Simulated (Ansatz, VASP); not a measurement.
# Two plane-wave programs on CsSnI3

```
Cs Sn I
1.0
     6.28317    0.00000    0.00000
     0.00000    6.28317    0.00000
     0.00000    0.00000    6.28317
Cs Sn I
1 1 3
Cartesian
  0.0000 0.0000 0.0000
  3.1416 3.1416 3.1416
  0.0000 3.1416 3.1416
  3.1416 0.0000 3.1416
  3.1416 3.1416 0.0000
```

Alike in both runs: functional PBE; k mesh 6 × 6 × 6; occupations gaussian, width 0.02 eV; no spin polarisation.

Ansatz relaxed the structure, and its values are those at the end. VASP's run is a single point on that final structure, the one shown.

|  | VASP | Ansatz |
| --- | --- | --- |
| version | VASP 6.6.1 | Ansatz 0.2.0 |
| potentials or method | VASP PAW PBE potentials, release 64 (Cs_sv, Sn_d, I), cutoff 520 eV | scalar-relativistic, plane waves, PAW |
| valence electrons in the cell | 44 | 74 |

|  | VASP | Ansatz | Ansatz less VASP |
| --- | --- | --- | --- |
| gap on the k mesh at the Fermi level (eV) | 0.47 | 0.48 | +0.005 |
| least direct gap on the mesh (eV) | 0.47 | 0.48 | +0.005 |
| pressure (GPa) | 0.0 | 0.0 | 0.00 |

VASP's potentials hold 44 valence electrons a cell and Ansatz's 74, so a difference there can come from the potentials and not from the codes.

Neither program's run includes spin-orbit coupling.
